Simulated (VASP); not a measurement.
# CdS (F-43m) in VASP: notebook

Runs on CdS. Level: PBE. Tasks: electric field gradients.

Program: VASP 6.6.1. These are calculated values, not measurements. Logs are shortened: lines on timing, memory, paths and dates and some standing lists are left out, and cuts for length are marked.

## Step 1: The cell of the first run

It takes space group F-43m (No. 216, cubic). The conventional cell has a = 5.859 Å, b = 5.859 Å, c = 5.859 Å, α = 90.00°, β = 90.00°, γ = 90.00°. Cd (site symmetry -43m) has 4 S at 2.54 Å within 3.3 Å. S (site symmetry -43m) has 4 Cd at 2.54 Å within 3.3 Å.

## Step 2: Electric field gradients, PBE (25.14 Å³/atom)

File INCAR:

```
SYSTEM = CdS
PREC = Accurate ; ENCUT = 520
EDIFF = 1E-8 ; ISMEAR = -1
SIGMA = 0.03 ; LREAL = .FALSE.
LASPH = .TRUE. ; NELM = 60
ALGO = Normal ; ISIF = 2
LWAVE = .FALSE. ; LCHARG = .FALSE.
GGA = PE ; LEFG = .TRUE.
NBANDS = 16
```

File KPOINTS:

```
Automatic mesh
0
G
  9 9 9
  0 0 0
```

File POSCAR:

```
CdS
1.0
    0.0000000000      2.9292720848      2.9292720848
    2.9292720848      0.0000000000      2.9292720848
    2.9292720848      2.9292720848      0.0000000000
Cd S
1 1
Direct
    0.0000000000      0.0000000000      0.0000000000
    0.7500000000      0.7500000000      0.7500000000
```

Potentials or basis: VASP PAW PBE potentials, release 64 (Cd, S).

On the command line:

```bash
> cat potpaw_PBE.64/Cd/POTCAR potpaw_PBE.64/S/POTCAR > POTCAR
> mpirun -np 1 vasp_std > vasp.out
```

OUTCAR:

```text
SYSTEM = CdS
   PREC = Accurate
   ENCUT = 520
   EDIFF = 1E-8
   ISMEAR = -1
   LREAL = .FALSE.
   LASPH = .TRUE.
   NELM = 60
   ISIF = 2
   GGA = PE

 ion  position               nearest neighbor table
   1  0.000  0.000  0.000-   2 2.54   2 2.54   2 2.54   2 2.54
   2  0.750  0.750  0.750-   1 2.54   1 2.54   1 2.54   1 2.54

  LATTYP: Found a face centered cubic cell.
 ALAT       =     5.8585441696

  Lattice vectors:

 A1 = (   0.0000000000,   2.9292720848,   2.9292720848)
 A2 = (   2.9292720848,   0.0000000000,   2.9292720848)
 A3 = (   2.9292720848,   2.9292720848,   0.0000000000)

Analysis of symmetry for initial positions (statically):
=====================================================================
 Subroutine PRICEL returns:
 Original cell was already a primitive cell.

 Routine SETGRP: Setting up the symmetry group for a
 face centered cubic supercell.

 Subroutine GETGRP returns: Found 24 space group operations
 (whereof 24 operations were pure point group operations)
 out of a pool of 48 trial point group operations.

The static configuration has the point symmetry T_d .

Analysis of symmetry for dynamics (positions and initial velocities):
=====================================================================
 Subroutine PRICEL returns:
 Original cell was already a primitive cell.

 Routine SETGRP: Setting up the symmetry group for a
 face centered cubic supercell.

 Subroutine GETGRP returns: Found 24 space group operations
 (whereof 24 operations were pure point group operations)
 out of a pool of 48 trial point group operations.

The dynamic configuration has the point symmetry T_d .

 Subroutine INISYM returns: Found 24 space group operations
 (whereof 24 operations are pure point group operations),
 and found     1 'primitive' translations

----------------------------------------------------------------------------------------

                                     Primitive cell

  volume of cell :      50.2700

  direct lattice vectors                    reciprocal lattice vectors
     0.000000000  2.929272085  2.929272085    -0.170690870  0.170690870  0.170690870
     2.929272085  0.000000000  2.929272085     0.170690870 -0.170690870  0.170690870
     2.929272085  2.929272085  0.000000000     0.170690870  0.170690870 -0.170690870

  length of vectors
     4.142616310  4.142616310  4.142616310     0.295645259  0.295645259  0.295645259

  position of ions in fractional coordinates (direct lattice)
     0.000000000  0.000000000  0.000000000
     0.750000000  0.750000000  0.750000000

  ion indices of the primitive-cell ions
   primitive index   ion index
                 1           1
                 2           2

----------------------------------------------------------------------------------------

 KPOINTS: Automatic mesh

Automatic generation of k-mesh.
 Grid dimensions read from file:
 generate k-points for:    9    9    9

 Generating k-lattice:

  Cartesian coordinates                     Fractional coordinates (reciprocal lattice)
    -0.018965652  0.018965652  0.018965652     0.111111111  0.000000000  0.000000000
     0.018965652 -0.018965652  0.018965652     0.000000000  0.111111111  0.000000000
     0.018965652  0.018965652 -0.018965652     0.000000000  0.000000000  0.111111111

  Length of vectors
     0.032849473  0.032849473  0.032849473

  Shift w.r.t. Gamma in fractional coordinates (k-lattice)
     0.000000000  0.000000000  0.000000000

 Subroutine IBZKPT returns following result:
 ===========================================

 Found     35 irreducible k-points:

 Following reciprocal coordinates:
            Coordinates               Weight
  0.000000  0.000000  0.000000      1.000000
  0.111111  0.000000  0.000000      8.000000
  0.222222  0.000000  0.000000      8.000000
  0.333333  0.000000  0.000000      8.000000
  0.444444  0.000000  0.000000      8.000000
  0.111111  0.111111  0.000000      6.000000
[... 16 lines left out ...]
 -0.333333  0.333333  0.000000     12.000000
  0.444444  0.444444  0.000000      6.000000
 [... further k-points ...]
   k-points           NKPTS =     35   k-points in BZ     NKDIM =     35   number of bands    NBANDS=     16
   number of dos      NEDOS =    301   number of ions     NIONS =      2
   total plane-waves  NPLWV =  32768
   dimension x,y,z NGX =    32 NGY =   32 NGZ =   32
   dimension x,y,z NGXF=    64 NGYF=   64 NGZF=   64
   ions per type =               1   1
   NGX,Y,Z   is equivalent  to a cutoff of  12.84, 12.84, 12.84 a.u.
   NGXF,Y,Z  is equivalent  to a cutoff of  25.68, 25.68, 25.68 a.u.
 SYSTEM =  CdS
   PREC   = accura    normal or accurate (medium, high low for compatibility)
   ISTART =      0    job   : 0-new  1-cont  2-samecut
   ICHARG =      2    charge: 1-file 2-atom 10-const
   ISPIN  =      1    spin polarized calculation?
   LNONCOLLINEAR =      F non collinear calculations
   LSORBIT =      F    spin-orbit coupling
   LASPH  =      T    aspherical Exc in radial PAW
   ENCUT  =  520.0 eV  38.22 Ry    6.18 a.u.   7.70  7.70  7.70*2*pi/ulx,y,z
   NELM   =     60;   NELMIN=  2; NELMDL= -5     # of ELM steps
   EDIFF  = 0.1E-07   stopping-criterion for ELM
   LREAL  =      F    real-space projection
   EDIFFG = 0.1E-06   stopping-criterion for IOM
   NSW    =      0    number of steps for IOM
   IBRION =     -1    ionic relax: 0-MD 1-quasi-New 2-CG
   NFREE  =      0    steps in history (QN), initial steepest desc. (CG)
   ISIF   =      2    stress and relaxation
   ISYM   =      2    0-nonsym 1-usesym 2-fastsym
   POTIM  = 0.5000    time-step for ionic-motion
   TEBEG  =    0.0;   TEEND  =   0.0 temperature during run
   PSTRESS=    0.0 pullay stress
   NELECT =      18.0000    total number of electrons
   NUPDOWN=      -1.0000    fix difference up-down
   EMIN   =  10.00;   EMAX   =-10.00  energy-range for DOS
   EFERMI =   0.00;   METHOD = LEGACY
   ISMEAR =    -1;   SIGMA  =   0.03  broadening in eV -4-tet -1-fermi 0-gaus
   EFERMI_NEDOS =   21; number of points for ismear=-14 and -15
   IALGO  =     38    algorithm
   IMIX   =      4    mixing-type and parameters
     AMIX     =   0.40;   BMIX     =  1.00
     AMIX_MAG =   1.60;   BMIX_MAG =  1.00
  volume/ion in A,a.u.               =      25.14       169.62
  Fermi-wavevector in a.u.,A,eV,Ry     =   1.162508  2.196822 18.387252  1.351425
  Thomas-Fermi vector in A             =   2.299068
   LORBIT       =      0    0 simple, 1 ext, 2 COOP (PROOUT), +10 PAW based schemes
   GGA     = PE    functional components
   LHFCALC =     F    Hartree Fock is set to
   AEXX    =    0.0000 exact exchange contribution
   IVDW    =     0    specifies the selected vdW correction
   LEPSILON=     F    determine dielectric tensor
   LRPA    =     F    only Hartree local field effects (RPA)
 non-spin polarized calculation
  energy-cutoff  :      520.00
  volume of cell :       50.27
 maximum number of plane-waves:      1369
   NGX = 15   NGY = 15   NGZ = 15

 number of electron      18.0000005 magnetization

 Free energy of the ion-electron system (eV)
  ---------------------------------------------------
  ext. energy  EPLUGINS =         0.00000000
  ---------------------------------------------------
  free energy    TOTEN  =        -6.13289663 eV

  energy without entropy =       -6.13289663  energy(sigma->0) =       -6.13289663

 E-fermi :   1.7852     XC(G=0):  -9.0885

 val. band max:        1.2023993685   @ k =   0.0000   0.0000   0.0000
 cond. band min:       2.3234664797   @ k =   0.0000   0.0000   0.0000
 fundamental gap:      1.1210671112
 Fermi energy:         1.7851862513

 k-point     1 :       0.0000    0.0000    0.0000
  band No.  band energies     occupation
      1     -11.0877      2.00000
      2      -6.4786      2.00000
      3      -6.4786      2.00000
      4      -6.4786      2.00000
      5      -6.0164      2.00000
      6      -6.0164      2.00000
[... 8 lines left out ...]
     15      12.6633      0.00000
     16      12.6633      0.00000
[... 419 lines left out ...]
 k-point    24 :       0.4444    0.4444    0.0000
  band No.  band energies     occupation
      1     -10.5626      2.00000
      2      -6.2656      2.00000
      3      -6.1542      2.00000
      4      -6.1542      2.00000
      5      -5.9351      2.00000
      6      -5.6374      2.00000
[... 8 lines left out ...]
     15      13.5269      0.00000
     16      15.0257      0.00000

 [... further k-points ...]

------------------------ aborting loop because EDIFF is reached ----------------------------------------

  FORCE on cell =-STRESS in cart. coord.  units (eV):
  Direction    XX          YY          ZZ          XY          YZ          ZX
  --------------------------------------------------------------------------------------
  -------------------------------------------------------------------------------------
  Total        0.7366236      0.7366236      0.7366236      0.0000000      0.0000000      0.0000000
  in kB       23.4772433     23.4772433     23.4772433      0.0000000      0.0000000      0.0000000
  external PRESSURE =      23.4772433 kB  Pullay stress =       0.0000000 kB

 VOLUME and BASIS-vectors are now :
 -----------------------------------------------------------------------------
  energy-cutoff  :      520.00
  volume of cell :       50.27
      direct lattice vectors                 reciprocal lattice vectors
     0.000000000  2.929272085  2.929272085    -0.170690870  0.170690870  0.170690870
     2.929272085  0.000000000  2.929272085     0.170690870 -0.170690870  0.170690870
     2.929272085  2.929272085  0.000000000     0.170690870  0.170690870 -0.170690870

 POSITION                                       TOTAL-FORCE (eV/Angst)
 -----------------------------------------------------------------------------------
      0.00000      0.00000      0.00000        -0.000000     -0.000000      0.000000
      4.39391      4.39391      4.39391         0.000000      0.000000     -0.000000
 -----------------------------------------------------------------------------------
    total drift:                                0.000000      0.000000      0.000000

  FREE ENERGIE OF THE ION-ELECTRON SYSTEM (eV)
  ---------------------------------------------------
  free  energy   TOTEN  =        -6.1328966251 eV

  energy  without entropy=       -6.1328966251  energy(sigma->0) =       -6.13289663

 Electric field gradients (V/A^2)
---------------------------------------------------------------------
 ion       V_xx      V_yy      V_zz      V_xy      V_xz      V_yz
---------------------------------------------------------------------
   1       0.000     0.000     0.000     0.002     0.002     0.002
   2      -0.000    -0.000    -0.000    -0.000    -0.000    -0.000
---------------------------------------------------------------------

 Electric field gradients after diagonalization (V/A^2)
 (convention: |V_zz| > |V_xx| > |V_yy|)
----------------------------------------------------------------------
 ion       V_xx      V_yy      V_zz     asymmetry (V_yy - V_xx)/ V_zz
----------------------------------------------------------------------
   1      -0.002    -0.002     0.004       0.000
   2       0.000     0.000    -0.000       0.000
----------------------------------------------------------------------

           NMR quadrupolar parameters

 Cq : quadrupolar parameter    Cq=e*Q*V_zz/h
 eta: asymmetry parameters     (V_yy - V_xx)/ V_zz
 Q  : nuclear electric quadrupole moment in mb (millibarn)
----------------------------------------------------------------------
 ion       Cq(MHz)       eta       Q (mb)
----------------------------------------------------------------------
   1       0.000       0.000       1.000
   2      -0.000       0.000       1.000
----------------------------------------------------------------------
```

Run time: 44 s. Hardware: 1 thread of Intel Xeon 8259CL, shared host; peak memory 0.19 GiB.

What came out:

```
Free energy                             : -6.1329 eV
Pressure                                : 2.3 GPa
Band gap on the k mesh                  : 1.12 eV
Largest electric field gradient by atom : zero within the noise of the run
```

Levels at points of the mesh, in eV from the valence-band top:
```tsv
k point	band 6	band 7	band 8	band 9	band 10	band 11	band 12	band 13
(0.00, 0.00, 0.00)	-7.22	0.00	0.00	0.00	1.12	6.55	6.55	6.55
```

## Step 3: Electric field gradients, PBE (26.12 Å³/atom)

This run uses another cell than the first one, of 26.12 Å³/atom.

File INCAR:

```
  ALGO = Normal
  EDIFF = 1E-8
  ENCUT = 520
  GGA = PE
  ISIF = 2
  ISMEAR = -1
  LASPH = T
  LCHARG = F
  LEFG = T
  LREAL = F
  LWAVE = F
  NBANDS = 16
  NELM = 100
  PREC = Accurate
  SIGMA = 0.03
```

File KPOINTS:

```
k-points
0
Gamma
  9 9 9
```

File POSCAR:

```
CdS
1.0
    0.0000000000      2.9670733132      2.9670733132
    2.9670733132      0.0000000000      2.9670733132
    2.9670733132      2.9670733132      0.0000000000
Cd S
1 1
Direct
    0.0000000000      0.0000000000      0.0000000000
    0.7500000000      0.7500000000      0.7500000000
```

Potentials or basis: VASP PAW PBE potentials, release 64 (Cd, S).

On the command line:

```bash
> cat potpaw_PBE.64/Cd/POTCAR potpaw_PBE.64/S/POTCAR > POTCAR
> mpirun -np 1 vasp_std > vasp.out
```

OUTCAR:

```text
EDIFF = 1E-8
   ENCUT = 520
   GGA = PE
   ISIF = 2
   ISMEAR = -1
   LASPH = T
   LREAL = F
   NELM = 100
   PREC = Accurate

 ion  position               nearest neighbor table
   1  0.000  0.000  0.000-   2 2.57   2 2.57   2 2.57   2 2.57
   2  0.750  0.750  0.750-   1 2.57   1 2.57   1 2.57   1 2.57

  LATTYP: Found a face centered cubic cell.
 ALAT       =     5.9341466264

  Lattice vectors:

 A1 = (   0.0000000000,   2.9670733132,   2.9670733132)
 A2 = (   2.9670733132,   0.0000000000,   2.9670733132)
 A3 = (   2.9670733132,   2.9670733132,   0.0000000000)

Analysis of symmetry for initial positions (statically):
=====================================================================
 Subroutine PRICEL returns:
 Original cell was already a primitive cell.

 Routine SETGRP: Setting up the symmetry group for a
 face centered cubic supercell.

 Subroutine GETGRP returns: Found 24 space group operations
 (whereof 24 operations were pure point group operations)
 out of a pool of 48 trial point group operations.

The static configuration has the point symmetry T_d .

Analysis of symmetry for dynamics (positions and initial velocities):
=====================================================================
 Subroutine PRICEL returns:
 Original cell was already a primitive cell.

 Routine SETGRP: Setting up the symmetry group for a
 face centered cubic supercell.

 Subroutine GETGRP returns: Found 24 space group operations
 (whereof 24 operations were pure point group operations)
 out of a pool of 48 trial point group operations.

The dynamic configuration has the point symmetry T_d .

[... 148 lines left out ...]
 cond. band min:       1.9217134493   @ k =   0.0000   0.0000   0.0000
 fundamental gap:      1.0350748449
 Fermi energy:         1.4283984147

 k-point     1 :       0.0000    0.0000    0.0000
  band No.  band energies     occupation
      1     -11.1804      2.00000
      2      -6.6698      2.00000
      3      -6.6698      2.00000
      4      -6.6698      2.00000
      5      -6.2572      2.00000
      6      -6.2572      2.00000
[... 433 lines left out ...]
      3      -6.3798      2.00000
      4      -6.3798      2.00000
      5      -6.1850      2.00000
      6      -5.9061      2.00000
[... 8 lines left out ...]
     15      13.1911      0.00000
     16      14.5804      0.00000

 [... further k-points ...]
[... 5 lines left out ...]
  --------------------------------------------------------------------------------------
  -------------------------------------------------------------------------------------
  Total        0.0275357      0.0275357      0.0275357      0.0000000     -0.0000000     -0.0000000
  in kB        0.8444846      0.8444846      0.8444846      0.0000000     -0.0000000     -0.0000000
  external PRESSURE =       0.8444846 kB  Pullay stress =       0.0000000 kB

 VOLUME and BASIS-vectors are now :
 -----------------------------------------------------------------------------
  energy-cutoff  :      520.00
  volume of cell :       52.24
      direct lattice vectors                 reciprocal lattice vectors
     0.000000000  2.967073313  2.967073313    -0.168516227  0.168516227  0.168516227
     2.967073313  0.000000000  2.967073313     0.168516227 -0.168516227  0.168516227
     2.967073313  2.967073313  0.000000000     0.168516227  0.168516227 -0.168516227

 POSITION                                       TOTAL-FORCE (eV/Angst)
 -----------------------------------------------------------------------------------
      0.00000      0.00000      0.00000        -0.000000     -0.000000     -0.000000
      4.45061      4.45061      4.45061         0.000000      0.000000      0.000000
 -----------------------------------------------------------------------------------
    total drift:                                0.000000      0.000000      0.000000

  FREE ENERGIE OF THE ION-ELECTRON SYSTEM (eV)
  ---------------------------------------------------
  free  energy   TOTEN  =        -6.1476293711 eV

  energy  without entropy=       -6.1476293709  energy(sigma->0) =       -6.14762937

 Electric field gradients (V/A^2)
---------------------------------------------------------------------
 ion       V_xx      V_yy      V_zz      V_xy      V_xz      V_yz
---------------------------------------------------------------------
   1       0.000    -0.000    -0.000     0.001     0.001     0.001
   2      -0.000    -0.000    -0.000    -0.000    -0.000    -0.000
---------------------------------------------------------------------

 Electric field gradients after diagonalization (V/A^2)
 (convention: |V_zz| > |V_xx| > |V_yy|)
----------------------------------------------------------------------
 ion       V_xx      V_yy      V_zz     asymmetry (V_yy - V_xx)/ V_zz
----------------------------------------------------------------------
   1      -0.001    -0.001     0.002       0.000
   2       0.000     0.000    -0.001       0.000
----------------------------------------------------------------------

           NMR quadrupolar parameters

 Cq : quadrupolar parameter    Cq=e*Q*V_zz/h
 eta: asymmetry parameters     (V_yy - V_xx)/ V_zz
 Q  : nuclear electric quadrupole moment in mb (millibarn)
----------------------------------------------------------------------
 ion       Cq(MHz)       eta       Q (mb)
----------------------------------------------------------------------
   1       0.000       0.000       1.000
   2      -0.000       0.000       1.000
----------------------------------------------------------------------
```

OSZICAR:

```text
N       E                     dE             d eps       ncg     rms          rms(c)
DAV:   1     0.104772861836E+03    0.10477E+03   -0.91748E+03  1160   0.103E+03
DAV:   2    -0.253693160491E+01   -0.10731E+03   -0.10063E+03  1328   0.247E+02
DAV:   3    -0.667600701731E+01   -0.41391E+01   -0.41302E+01  1432   0.506E+01
DAV:   4    -0.670110537955E+01   -0.25098E-01   -0.25097E-01  1392   0.385E+00
DAV:   5    -0.670145534992E+01   -0.34997E-03   -0.34997E-03  1416   0.430E-01    0.727E+00
DAV:   6    -0.616485024768E+01    0.53661E+00   -0.86906E-01  1736   0.112E+01    0.596E+00
DAV:   7    -0.614725524691E+01    0.17595E-01   -0.18319E-01  1432   0.293E+00    0.298E+00
DAV:   8    -0.614744370650E+01   -0.18846E-03   -0.16116E-02  1288   0.156E+00    0.266E-01
DAV:   9    -0.614739801786E+01    0.45689E-04   -0.18295E-03  1432   0.600E-01    0.623E-02
DAV:  10    -0.614754796974E+01   -0.14995E-03   -0.24241E-04  1376   0.144E-01    0.722E-02
DAV:  11    -0.614763596467E+01   -0.87995E-04   -0.14429E-04  1424   0.883E-02    0.264E-02
DAV:  12    -0.614762843080E+01    0.75339E-05   -0.21587E-05  1456   0.557E-02    0.899E-03
DAV:  13    -0.614762942530E+01   -0.99449E-06   -0.27654E-06  1384   0.999E-03    0.584E-03
DAV:  14    -0.614762937842E+01    0.46871E-07   -0.24065E-07  1440   0.313E-03    0.423E-03
DAV:  15    -0.614762937109E+01    0.73319E-08   -0.15787E-08  1336   0.728E-04
   1 F= -.61476294E+01 E0= -.61476294E+01  d E =-.198140E-09
```

Wall time 39 s (1 thread of Intel Xeon 8259CL, shared host); peak memory 0.19 GiB.

What came out:

* Free energy: -6.1476 eV
* Pressure: 0.1 GPa
* Band gap on the k mesh: 1.04 eV
* Largest electric field gradient by atom: zero within the noise of the run

(Continued in part 2 of 2.)
